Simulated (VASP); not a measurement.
Be3S5: single point with PBE

The system is Be3S5.

```
Be S
1.0
     3.53717    0.00428   -0.00070
     0.09724    3.54773    0.00563
     1.76693    1.51586   10.66150
Be S
3 5
Direct
  0.34940 0.30618 0.38464
  0.70999 0.72284 0.61427
  0.94388 0.06470 0.99997
  0.81736 0.51174 0.10346
  0.89516 0.25074 0.28322
  0.26861 0.75345 0.49919
  0.50811 0.97037 0.90014
  0.75747 0.16998 0.71510
```

* Program: VASP 6.6.1
* Task: single point
* Functional: PBE
* Potentials or basis: VASP PAW PBE potentials, release 64 (Be, S)
* Cutoff: 520 eV
* k mesh: 4 × 4 × 2
* Occupations: gaussian, width 0.1 eV
* Spin: no spin polarisation

```json
{"Pressure": "-0.1 GPa", "Largest force": "0.131 eV/Å", "Band gap on the k mesh": "1.18 eV (least direct gap 1.73 eV)"}
```

Forces on the atoms (eV/Å):
```
Be   0.004  0.001  0.013
Be  -0.001  0.001 -0.014
Be  -0.004  0.004 -0.006
S    0.016 -0.029  0.127
S   -0.014  0.018 -0.126
S   -0.014  0.009  0.001
S    0.022  0.012 -0.115
S   -0.011 -0.015  0.119
```

Stress tensor (GPa, compression positive):
```
 0.15  0.02  0.00
 0.02  0.13  0.11
 0.00  0.11 -0.67
```

Levels at points of the mesh, in eV from the valence-band top:
```csv
k point,band 16,band 17,band 18,band 19,band 20,band 21
"(0.00, 0.00, 0.00)",-0.95,-0.24,0.00,1.73,2.76,3.40
"(0.50, 0.00, 0.00)",-0.90,-0.47,-0.41,2.45,2.90,4.67
"(0.00, 0.50, 0.00)",-1.22,-0.52,-0.27,1.76,3.49,4.73
"(0.50, 0.50, 0.00)",-2.04,-1.63,-1.06,1.52,1.82,3.48
"(0.00, 0.00, 0.50)",-0.57,-0.49,-0.24,2.15,2.54,2.93
"(0.50, 0.00, 0.50)",-1.19,-0.51,-0.39,2.24,3.05,4.74
"(0.00, 0.50, 0.50)",-0.89,-0.48,-0.30,2.31,3.08,4.67
"(0.50, 0.50, 0.50)",-2.09,-1.52,-1.41,1.18,2.26,3.32
```

Wall time 31 s on 1 thread of Intel(R) Xeon(R) 6975P-C (Granite Rapids), with other jobs on the host, peak memory 0.25 GiB.

Caveat: the k points lie up to 0.45 Å⁻¹ apart. A k mesh can miss the band edges.
